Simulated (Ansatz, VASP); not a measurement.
## One calculation of C, two programs

```
C
1.0
     1.22805   -2.12706    0.00000
     1.22805    2.12706    0.00000
     0.00000    0.00000    7.17327
C
4
Direct
  0.08338 0.91662 0.75314
  0.58338 0.41662 0.24686
  0.91662 0.08338 0.24686
  0.41662 0.58338 0.75314
```

Alike in both runs: task relaxation of cell and atoms; functional PBE; k mesh 12 × 12 × 4; occupations gaussian, width 0.1 eV; no spin polarisation.

|  | VASP | Ansatz |
| --- | --- | --- |
| version | VASP 6.6.1 | Ansatz 0.2.0 |
| potentials or method | VASP PAW PBE potentials, release 64 (C), cutoff 600 eV | scalar-relativistic, plane waves, PAW |
| valence electrons in the cell | 16 | 16 |

```csv
,VASP,Ansatz,Ansatz less VASP
relaxed volume (Å³/atom),10.64,11.05,+0.407
relaxed cell length with the largest relative difference (Å),8.075,8.388,+0.3136
```
